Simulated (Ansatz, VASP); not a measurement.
# TiC in VASP and in Ansatz

```
CELL_PARAMETERS angstrom
0.00000 2.22892 2.16400
2.22892 0.00000 2.16400
2.22892 2.22892 0.00000
ATOMIC_POSITIONS crystal
Ti 0.00000 0.00000 0.00000
C 0.50000 0.50000 0.50000
```

Change from the starting cell: strain +0.030 along x and y, +0.000 along z, atoms carried along.

Alike in both runs: task single point; functional PBE; k mesh 18 × 18 × 18; occupations gaussian, width 0.15 eV; no spin polarisation.

|  | VASP | Ansatz |
| --- | --- | --- |
| version | VASP 6.6.1 | Ansatz 0.2.0 |
| potentials or method | VASP PAW PBE potentials, release 64 (Ti_sv, C), cutoff 520 eV | scalar-relativistic, plane waves, PAW |
| valence electrons in the cell | 16 | 16 |

```tsv
	VASP	Ansatz	Ansatz less VASP
gap on the k mesh at the Fermi level (eV)	none	none	-
pressure (GPa)	-12.0	-12.1	-0.11
traceless stress, the component that is largest in VASP (GPa)	6.24	6.17	-0.066
```

A gap of «none» marks a metal or a gap that the smearing closes.
